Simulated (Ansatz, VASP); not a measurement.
# LiF3 in VASP and in Ansatz

INCAR

```
SYSTEM = LiF3
PREC = Accurate
ENCUT = 520
EDIFF = 1E-6
ISMEAR = 0
SIGMA = 0.1
LREAL = .FALSE.
LASPH = .TRUE.
NELM = 150
ALGO = Normal
ISIF = 2
LWAVE = .FALSE.
LCHARG = .FALSE.
ISPIN = 2
MAGMOM = 0 1 1 1
LORBIT = 11
GGA = PE
NBANDS = 24
```

Contents of KPOINTS:

```
Automatic mesh
0
G
  12 12 2
  0 0 0
```

POSCAR

```
LiF3
1.0
    2.4434548300      0.0000000000      0.0000000000
   -1.2217274100      2.1160939500      0.0000000000
    0.0000000000      0.0000000000      8.0107147400
Li F
1 3
Direct
    0.6666666700      0.3333333300      0.0000000000
    0.6666666700      0.3333333300      0.5000000000
    0.3333333300      0.6666666700      0.2540725200
    0.3333333300      0.6666666700      0.7459274800
```

Input for Ansatz:

```yaml
crystal:
  lattice:
    - [2.44345483, 0.0, 0.0]
    - [-1.22172741, 2.11609395, 0.0]
    - [0.0, 0.0, 8.01071474]
  atoms:
    - { symbol: Li, position: [0.66666667, 0.33333333, 0.0] }
    - { symbol: F, position: [0.66666667, 0.33333333, 0.5], spin: 1.0 }
    - { symbol: F, position: [0.33333333, 0.66666667, 0.25407252], spin: 1.0 }
    - { symbol: F, position: [0.33333333, 0.66666667, 0.74592748], spin: 1.0 }
basis:
  ecutwfc: 420
kpoints:
  mp_grid: { grid: [12, 12, 2] }
hamiltonian:
  xc: pbe
scf:
  occupations: { method: gaussian, width: 0.1 }
  lower_state_search: "off"
output:
  forces: true
  stress: true
  eigenvalues: true
  populations: true
magnetization:
  spin_polarized: true
```

Change from the starting cell: species swapped into the ZnCu3 type (P-6m2, No. 187).

Alike in both runs: task single point; functional PBE; k mesh 12 × 12 × 2; occupations gaussian, width 0.1 eV; collinear spin.

|  | VASP | Ansatz |
| --- | --- | --- |
| version | VASP 6.6.1 | Ansatz 0.2.0 |
| potentials or method | VASP PAW PBE potentials, release 64 (Li_sv, F), cutoff 520 eV | scalar-relativistic, plane waves, PAW |
| valence electrons in the cell | 24 | 24 |

|  | VASP | Ansatz | Ansatz less VASP |
| --- | --- | --- | --- |
| gap on the k mesh at the Fermi level (eV) | none | none | - |
| rms of the force components (eV/Å) | 1.153 | 1.098 | -0.0554 |
| net moment per atom (μB) | 0.23 | 0.50 | +0.273 |
| size of the moment on the site where the two differ most (μB) | 0.05 | 0.52 | +0.467 |

The net moments are unlike, so the other rows may belong to different states. Site moments also hang on the region over which each program counts them. Atom by atom the forces differ by 0.055 eV/Å (rms over components). A gap of «none» marks a metal or a gap that the smearing closes.

The k mesh is coarse, so the values compare programs but aren't converged. Noted on VASP's run: the cutoff is short for stress, so the pressure is rough.
